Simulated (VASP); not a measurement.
Runs of VASP 6.6.1 on La2O3. The structure is that of space group P6/mmm (No. 191), or close to it. The cells are those of the table. 

| cell | gap on the mesh (eV) | pressure (GPa) | largest force (eV/Å) |
| --- | --- | --- | --- |
| a = 6.182, b = 6.182, c = 3.255 Å, angles 90.0, 90.0, 120.0°, 5 atoms | 1.15 | 0.9 | 0.05 |
| a = 6.267, b = 6.267, c = 3.300 Å, angles 90.0, 90.0, 120.0°, 5 atoms | 1.38 | -3.3 | 0.07 |
| a = 6.095, b = 6.095, c = 3.209 Å, angles 90.0, 90.0, 120.0°, 5 atoms | 0.88 | 6.1 | 0.03 |
| a = 6.508, b = 6.508, c = 3.427 Å, angles 90.0, 90.0, 120.0°, 5 atoms | 1.70 | (b) | 0.12 |
| a = 6.349, b = 6.349, c = 3.343 Å, angles 90.0, 90.0, 120.0°, 5 atoms | (c) | (a) | 0.09 |

Alike in all rows: task single point; level LDA; potentials or basis VASP PAW LDA potentials, release 64 (La, O); no spin polarisation; k mesh 6 × 6 × 6; cutoff (eV) 520; smearing gaussian 0.01 eV.

Task: Fill in the values left out.

Result: (a) -6.6; (b) -11.5; (c) 1.58.

Caveats: spin-orbit coupling is left out, which moves the levels of the heavy elements; the cell stands under tension (at least some runs); the cell stands under pressure (at least some runs).

A k mesh can miss the band edges, and the runs leave out spin-orbit coupling on La.
